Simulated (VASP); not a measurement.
# AlN (gw) (F-43m) in VASP: single point with PBEsol

Aim: the single point of AlN (gw) with PBEsol.

Program: VASP 6.6.1. These are calculated values, not measurements. Logs are shortened: lines on timing, memory, paths and dates and some standing lists are left out, and cuts for length are marked.

**1. The cell of the first run**

The structure is cubic, space group F-43m (No. 216). Conventional cell: a = 4.334 Å, b = 4.334 Å, c = 4.334 Å, α = 90.00°, β = 90.00°, γ = 90.00°. Al (site symmetry -43m) has 4 N at 1.88 Å within 2.5 Å. N (site symmetry -43m) has 4 Al at 1.88 Å within 2.5 Å.

**2. Single point, PBEsol**

File INCAR:

```
PREC = Accurate
ENCUT = 600
EDIFF = 1E-6
ISMEAR = 0
SIGMA = 0.01
LREAL = False
LASPH = True
NELM = 120
ALGO = Normal
ISIF = 2
LWAVE = False
LCHARG = False
GGA = PS
NBANDS = 11
GGA_COMPAT = False
```

File KPOINTS:

```
regular mesh
0
Gamma
  6 6 6
```

File POSCAR:

```
AlN
1.0
    0.0000000000      2.1668030047      2.1668030047
    2.1668030047      0.0000000000      2.1668030047
    2.1668030047      2.1668030047      0.0000000000
Al N
1 1
Direct
    0.0000000000      0.0000000000      0.0000000000
    0.2500000000      0.2500000000      0.2500000000
```

Potentials or basis: VASP PAW PBE potentials, release 64 (Al, N).

On the command line:

```
cat potpaw_PBE.64/Al/POTCAR potpaw_PBE.64/N/POTCAR > POTCAR
mpirun -np 1 vasp_std > vasp.out
```

OUTCAR:

```text
PREC = Accurate
   ENCUT = 600
   EDIFF = 1E-6
   ISMEAR = 0
   LREAL = False
   LASPH = True
   NELM = 120
   ISIF = 2
   GGA = PS

 ion  position               nearest neighbor table
   1  0.000  0.000  0.000-   2 1.88   2 1.88   2 1.88   2 1.88
   2  0.250  0.250  0.250-   1 1.88   1 1.88   1 1.88   1 1.88

  LATTYP: Found a face centered cubic cell.
 ALAT       =     4.3336060094

  Lattice vectors:

 A1 = (   0.0000000000,   2.1668030047,   2.1668030047)
 A2 = (   2.1668030047,   0.0000000000,   2.1668030047)
 A3 = (   2.1668030047,   2.1668030047,   0.0000000000)

Analysis of symmetry for initial positions (statically):
=====================================================================
 Subroutine PRICEL returns:
 Original cell was already a primitive cell.

 Routine SETGRP: Setting up the symmetry group for a
 face centered cubic supercell.

 Subroutine GETGRP returns: Found 24 space group operations
 (whereof 24 operations were pure point group operations)
 out of a pool of 48 trial point group operations.

The static configuration has the point symmetry T_d .

Analysis of symmetry for dynamics (positions and initial velocities):
=====================================================================
 Subroutine PRICEL returns:
 Original cell was already a primitive cell.

 Routine SETGRP: Setting up the symmetry group for a
 face centered cubic supercell.

 Subroutine GETGRP returns: Found 24 space group operations
 (whereof 24 operations were pure point group operations)
 out of a pool of 48 trial point group operations.

The dynamic configuration has the point symmetry T_d .

 Subroutine INISYM returns: Found 24 space group operations
 (whereof 24 operations are pure point group operations),
 and found     1 'primitive' translations

----------------------------------------------------------------------------------------

                                     Primitive cell

  volume of cell :      20.3464

  direct lattice vectors                    reciprocal lattice vectors
     0.000000000  2.166803005  2.166803005    -0.230754710  0.230754710  0.230754710
     2.166803005  0.000000000  2.166803005     0.230754710 -0.230754710  0.230754710
     2.166803005  2.166803005  0.000000000     0.230754710  0.230754710 -0.230754710

  length of vectors
     3.064322196  3.064322196  3.064322196     0.399678883  0.399678883  0.399678883

  position of ions in fractional coordinates (direct lattice)
     0.000000000  0.000000000  0.000000000
     0.250000000  0.250000000  0.250000000

  ion indices of the primitive-cell ions
   primitive index   ion index
                 1           1
                 2           2

----------------------------------------------------------------------------------------

 KPOINTS: regular mesh

Automatic generation of k-mesh.
 Grid dimensions read from file:
 generate k-points for:    6    6    6

 Generating k-lattice:

  Cartesian coordinates                     Fractional coordinates (reciprocal lattice)
    -0.038459118  0.038459118  0.038459118     0.166666667  0.000000000  0.000000000
     0.038459118 -0.038459118  0.038459118     0.000000000  0.166666667  0.000000000
     0.038459118  0.038459118 -0.038459118     0.000000000  0.000000000  0.166666667

  Length of vectors
     0.066613147  0.066613147  0.066613147

  Shift w.r.t. Gamma in fractional coordinates (k-lattice)
     0.000000000  0.000000000  0.000000000

 Subroutine IBZKPT returns following result:
 ===========================================

 Found     16 irreducible k-points:

 Following reciprocal coordinates:
            Coordinates               Weight
  0.000000  0.000000  0.000000      1.000000
  0.166667  0.000000  0.000000      8.000000
  0.333333  0.000000  0.000000      8.000000
  0.500000  0.000000  0.000000      4.000000
  0.166667  0.166667  0.000000      6.000000
  0.333333  0.166667  0.000000     24.000000
[... 8 lines left out ...]
 -0.333333  0.333333  0.166667     24.000000
 -0.333333  0.500000  0.166667     12.000000
   k-points           NKPTS =     16   k-points in BZ     NKDIM =     16   number of bands    NBANDS=     11
   number of dos      NEDOS =    301   number of ions     NIONS =      2
   total plane-waves  NPLWV =  13824
   dimension x,y,z NGX =    24 NGY =   24 NGZ =   24
   dimension x,y,z NGXF=    48 NGYF=   48 NGZF=   48
   ions per type =               1   1
   NGX,Y,Z   is equivalent  to a cutoff of  13.02, 13.02, 13.02 a.u.
   NGXF,Y,Z  is equivalent  to a cutoff of  26.04, 26.04, 26.04 a.u.
 SYSTEM =  unknown system
   PREC   = accura    normal or accurate (medium, high low for compatibility)
   ISTART =      0    job   : 0-new  1-cont  2-samecut
   ICHARG =      2    charge: 1-file 2-atom 10-const
   ISPIN  =      1    spin polarized calculation?
   LNONCOLLINEAR =      F non collinear calculations
   LSORBIT =      F    spin-orbit coupling
   LASPH  =      T    aspherical Exc in radial PAW
   ENCUT  =  600.0 eV  44.10 Ry    6.64 a.u.   6.12  6.12  6.12*2*pi/ulx,y,z
   NELM   =    120;   NELMIN=  2; NELMDL= -5     # of ELM steps
   EDIFF  = 0.1E-05   stopping-criterion for ELM
   LREAL  =      F    real-space projection
   EDIFFG = 0.1E-04   stopping-criterion for IOM
   NSW    =      0    number of steps for IOM
   IBRION =     -1    ionic relax: 0-MD 1-quasi-New 2-CG
   NFREE  =      0    steps in history (QN), initial steepest desc. (CG)
   ISIF   =      2    stress and relaxation
   ISYM   =      2    0-nonsym 1-usesym 2-fastsym
   POTIM  = 0.5000    time-step for ionic-motion
   TEBEG  =    0.0;   TEEND  =   0.0 temperature during run
   PSTRESS=    0.0 pullay stress
   NELECT =       8.0000    total number of electrons
   NUPDOWN=      -1.0000    fix difference up-down
   EMIN   =  10.00;   EMAX   =-10.00  energy-range for DOS
   EFERMI =   0.00;   METHOD = LEGACY
   ISMEAR =     0;   SIGMA  =   0.01  broadening in eV -4-tet -1-fermi 0-gaus
   EFERMI_NEDOS =   21; number of points for ismear=-14 and -15
   IALGO  =     38    algorithm
   IMIX   =      4    mixing-type and parameters
     AMIX     =   0.40;   BMIX     =  1.00
     AMIX_MAG =   1.60;   BMIX_MAG =  1.00
  volume/ion in A,a.u.               =      10.17        68.65
  Fermi-wavevector in a.u.,A,eV,Ry     =   1.199339  2.266423 19.570821  1.438415
  Thomas-Fermi vector in A             =   2.335205
   LORBIT       =      0    0 simple, 1 ext, 2 COOP (PROOUT), +10 PAW based schemes
   GGA     = PS    functional components
   LHFCALC =     F    Hartree Fock is set to
   AEXX    =    0.0000 exact exchange contribution
   IVDW    =     0    specifies the selected vdW correction
   LEPSILON=     F    determine dielectric tensor
   LRPA    =     F    only Hartree local field effects (RPA)
 non-spin polarized calculation
 Gauss-broadening in eV      SIGMA  =   0.01
  energy-cutoff  :      600.00
  volume of cell :       20.35
 maximum number of plane-waves:       700
   NGX = 13   NGY = 13   NGZ = 13

 number of electron       7.9999999 magnetization

 Free energy of the ion-electron system (eV)
  ---------------------------------------------------
  ext. energy  EPLUGINS =         0.00000000
  ---------------------------------------------------
  free energy    TOTEN  =       -15.59837177 eV

  energy without entropy =      -15.59837177  energy(sigma->0) =      -15.59837177

 E-fermi :   6.2455     XC(G=0): -11.2333

 val. band max:        6.1065974683   @ k =   0.0000   0.0000   0.0000
 cond. band min:       9.3015569089   @ k =   0.5000   0.5000   0.0000
 fundamental gap:      3.1949594406
 Fermi energy:         6.2454924086

 k-point     1 :       0.0000    0.0000    0.0000
  band No.  band energies     occupation
      1      -8.9927      2.00000
      2       6.1066      2.00000
      3       6.1066      2.00000
      4       6.1066      2.00000
      5      10.4487      0.00000
      6      18.8071      0.00000
      7      18.8071      0.00000
      8      18.8071      0.00000
      9      23.8810      0.00000
     10      23.8810      0.00000
     11      25.2808      0.00000

 k-point     2 :       0.1667    0.0000    0.0000
  band No.  band energies     occupation
      1      -8.5789      2.00000
      2       4.2242      2.00000
      3       5.9728      2.00000
      4       5.9728      2.00000
      5      11.8638      0.00000
      6      17.8853      0.00000
      7      18.9661      0.00000
      8      18.9661      0.00000
      9      22.0395      0.00000
     10      22.0395      0.00000
     11      23.8227      0.00000

 k-point     3 :       0.3333    0.0000    0.0000
  band No.  band energies     occupation
      1      -7.5443      2.00000
      2       1.4516      2.00000
      3       5.7316      2.00000
      4       5.7316      2.00000
      5      13.2380      0.00000
      6      16.6024      0.00000
      7      17.8942      0.00000
      8      17.8942      0.00000
      9      23.5628      0.00000
     10      23.7629      0.00000
     11      23.7629      0.00000

 k-point     4 :       0.5000    0.0000    0.0000
  band No.  band energies     occupation
      1      -6.8361      2.00000
      2       0.0900      2.00000
      3       5.6218      2.00000
      4       5.6218      2.00000
      5      13.6053      0.00000
      6      16.0328      0.00000
      7      17.2870      0.00000
      8      17.2870      0.00000
      9      24.2508      0.00000
     10      26.3896      0.00000
     11      26.3896      0.00000

 k-point     5 :       0.1667    0.1667    0.0000
  band No.  band energies     occupation
      1      -8.4424      2.00000
      2       4.3644      2.00000
      3       5.5753      2.00000
      4       5.5753      2.00000
      5      12.1213      0.00000
      6      17.4150      0.00000
      7      18.6969      0.00000
      8      19.5496      0.00000
      9      19.5496      0.00000
     10      24.7336      0.00000
     11      27.0124      0.00000
[... 99 lines left out ...]
 k-point    13 :       0.5000    0.5000    0.0000
  band No.  band energies     occupation
      1      -6.1670      2.00000
      2       1.0844      2.00000
      3       4.2916      2.00000
      4       4.2916      2.00000
      5       9.3016      0.00000
      6      14.7276      0.00000
      7      20.3048      0.00000
      8      22.0252      0.00000
      9      22.0252      0.00000
     10      30.1071      0.00000
     11      30.2653      0.00000

 k-point    14 :       0.5000    0.3333    0.1667
  band No.  band energies     occupation
      1      -6.8048      2.00000
      2       1.6955      2.00000
      3       3.7280      2.00000
      4       4.8567      2.00000
      5      12.5055      0.00000
      6      16.5879      0.00000
      7      17.2113      0.00000
      8      19.7239      0.00000
      9      22.0175      0.00000
     10      26.2458      0.00000
     11      29.4261      0.00000

 k-point    15 :      -0.3333    0.3333    0.1667
  band No.  band energies     occupation
      1      -6.3112      2.00000
      2       1.3582      2.00000
      3       3.0991      2.00000
      4       4.4106      2.00000
      5      12.5500      0.00000
      6      16.2784      0.00000
      7      18.3101      0.00000
      8      19.3593      0.00000
      9      23.1566      0.00000
     10      24.8246      0.00000
     11      30.3933      0.00000

 k-point    16 :      -0.3333    0.5000    0.1667
  band No.  band energies     occupation
      1      -6.1210      2.00000
      2       1.6934      2.00000
      3       3.2501      2.00000
      4       3.5201      2.00000
      5      11.2900      0.00000
      6      16.4611      0.00000
      7      19.2341      0.00000
      8      19.3616      0.00000
      9      22.8823      0.00000
     10      26.4683      0.00000
     11      31.1167      0.00000

------------------------ aborting loop because EDIFF is reached ----------------------------------------

  FORCE on cell =-STRESS in cart. coord.  units (eV):
  Direction    XX          YY          ZZ          XY          YZ          ZX
  --------------------------------------------------------------------------------------
  -------------------------------------------------------------------------------------
  Total        0.8026951      0.8026951      0.8026951      0.0000000     -0.0000000      0.0000000
  in kB       63.2081233     63.2081233     63.2081233      0.0000000     -0.0000000      0.0000000
  external PRESSURE =      63.2081233 kB  Pullay stress =       0.0000000 kB

 VOLUME and BASIS-vectors are now :
 -----------------------------------------------------------------------------
  energy-cutoff  :      600.00
  volume of cell :       20.35
      direct lattice vectors                 reciprocal lattice vectors
     0.000000000  2.166803005  2.166803005    -0.230754710  0.230754710  0.230754710
     2.166803005  0.000000000  2.166803005     0.230754710 -0.230754710  0.230754710
     2.166803005  2.166803005  0.000000000     0.230754710  0.230754710 -0.230754710

 POSITION                                       TOTAL-FORCE (eV/Angst)
 -----------------------------------------------------------------------------------
      0.00000      0.00000      0.00000         0.000000      0.000000      0.000000
      1.08340      1.08340      1.08340        -0.000000     -0.000000     -0.000000
 -----------------------------------------------------------------------------------
    total drift:                                0.000000      0.000000      0.000000

  FREE ENERGIE OF THE ION-ELECTRON SYSTEM (eV)
  ---------------------------------------------------
  free  energy   TOTEN  =       -15.5983717705 eV

  energy  without entropy=      -15.5983717705  energy(sigma->0) =      -15.59837177
```

Run time: 7.8 s. Hardware: 1 thread of AMD EPYC 7R13, shared host; peak memory 0.1 GiB.

Results:

| Item | Value |
| --- | --- |
| Free energy | -15.5984 eV |
| Pressure | 6.3 GPa |
| Band gap on the k mesh | 3.19 eV, indirect (least direct gap 4.34 eV) |

Levels at points of the mesh, in eV from the valence-band top:
| k point | band 2 | band 3 | band 4 | band 5 | band 6 | band 7 |
| --- | --- | --- | --- | --- | --- | --- |
| (0.00, 0.00, 0.00) | 0.00 | 0.00 | 0.00 | 4.34 | 12.70 | 12.70 |
| (0.50, 0.00, 0.00) | -6.02 | -0.48 | -0.48 | 7.50 | 9.93 | 11.18 |
| (0.50, 0.50, 0.00) | -5.02 | -1.82 | -1.82 | 3.20 | 8.62 | 14.20 |

Caveat: the PAW data sets were made with another functional, which shifts forces and pressure a little. A k mesh can miss the band edges.
